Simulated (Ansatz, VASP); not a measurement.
# Two plane-wave programs on CdS

The input INCAR:

```
SYSTEM = CdS
  PREC = Accurate
  ENCUT = 520
  EDIFF = 1E-6
  ISMEAR = -1
  SIGMA = 0.02
  LREAL = .FALSE.
  LASPH = .TRUE.
  NELM = 80
  ALGO = Normal
  ISIF = 2
  LWAVE = .FALSE.
  LCHARG = .FALSE.
  GGA = PE
  NBANDS = 16
```

KPOINTS

```
Automatic mesh
0
G
  8 8 8
  0 0 0
```

The input POSCAR:

```
CdS
1.0
    0.0000000000      2.7957802499      3.1399941717
    2.7957802499      0.0000000000      3.1399941717
    2.7957802499      2.7957802499      0.0000000000
Cd S
1 1
Direct
    0.0000000000      0.0000000000      0.0000000000
    0.2500000000      0.2500000000      0.2500000000
```

Input for Ansatz:

```yaml
crystal:
  lattice:
    - [0.0, 2.7957802499, 3.1399941717]
    - [2.7957802499, 0.0, 3.1399941717]
    - [2.7957802499, 2.7957802499, 0.0]
  atoms:
    - { symbol: Cd, position: [0.0, 0.0, 0.0] }
    - { symbol: S, position: [0.25, 0.25, 0.25] }
kpoints:
  mp_grid: { grid: [8, 8, 8] }
  band_path:
    path:
      - [0.0, 0.0, 0.0]
      - [-0.5, -0.5, 0.0]
      - [-0.375, -0.375, 0.25]
      - [-0.375, 0.0, 0.375]
      - [0.0, 0.0, 0.5]
      - [-0.5, -0.25, 0.25]
    npoints: 1
hamiltonian:
  xc: pbe
scf:
  occupations: { method: fermi_dirac, width: 0.02 }
  n_extra_bands: 4
output:
  forces: true
  stress: true
  eigenvalues: true
  write_density: true
  write_potential: true
  elf: true
  volumetric_format: npy
```

Change from the starting cell: epitaxial_xy strain -4.9%.

Alike in both runs: task single point; functional PBE; k mesh 8 × 8 × 8; occupations fermi-dirac, width 0.02 eV; no spin polarisation.

```csv
,VASP,Ansatz
version,VASP 6.6.1,Ansatz 0.2.0
potentials or method,"VASP PAW PBE potentials, release 64 (Cd, S)","plane waves, PAW"
plane-wave cutoff (eV),520,420
valence electrons in the cell,18,26
```

|  | VASP | Ansatz | Ansatz less VASP |
| --- | --- | --- | --- |
| gap on the k mesh at the Fermi level (eV) | 1.00 | 1.00 | -0.005 |
| pressure (GPa) | 3.5 | 3.2 | -0.37 |
| traceless stress, the component that is largest in VASP (GPa) | -1.66 | -1.70 | -0.040 |

VASP's potentials hold 18 valence electrons a cell and Ansatz's 26, so a difference there can come from the potentials and not from the codes.
